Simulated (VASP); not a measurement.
Set up this calculation in VASP 6.6.1, as the native input.

| Property | Result |
| --- | --- |
| Task | single point |
| Functional | PBE |
| Potentials or basis | VASP PAW PBE potentials, release 64 (Mg, S) |
| Cutoff | 520 eV |
| k mesh | 6 × 6 × 4 |
| Occupations | gaussian, width 0.01 eV |
| Spin | no spin polarisation |
| Dipole correction | no |
| Further INCAR settings | ALGO = Normal; EDIFF = 1e-06; NBANDS = 16 |

The structure of MgS lies in POSCAR:

```
MgS
1.0
    4.0939187019      0.0000000000      0.0000000000
   -2.0469593509      3.5454375969      0.0000000000
    0.0000000000      0.0000000000      6.5557756460
Mg S
2 2
Direct
    0.3333333333      0.6666666667     -0.0029409542
    0.6666666667      0.3333333333      0.4970590458
    0.3333333333      0.6666666667      0.3779409542
    0.6666666667      0.3333333333      0.8779409542
```

This cell differs from its parent crystal: volume changed by +3%.

The input as run:

INCAR

```
PREC = Accurate ; ENCUT = 520
EDIFF = 1E-6 ; ISMEAR = 0
SIGMA = 0.01 ; LREAL = F
LASPH = T ; NELM = 60
ALGO = Normal ; ISIF = 2
LWAVE = F ; LCHARG = F
GGA = PE ; NBANDS = 16
```

KPOINTS

```
Automatic mesh
0
Gamma
  6 6 4
```

Potentials or basis: VASP PAW PBE potentials, release 64 (Mg, S).

The run is started by

```sh
$ cat potpaw_PBE.64/Mg/POTCAR potpaw_PBE.64/S/POTCAR > POTCAR
$ mpirun -np 1 vasp_std > vasp.out
```

Results of the run:

| Property | Result |
| --- | --- |
| Pressure | -1.7 GPa |
| Largest force | 0.006 eV/Å |
| Band gap on the k mesh | 3.23 eV, direct |

It took 15 s on 1 thread of Intel(R) Xeon(R) 6975P-C (Granite Rapids), on a shared host, peak memory 0.2 GiB.
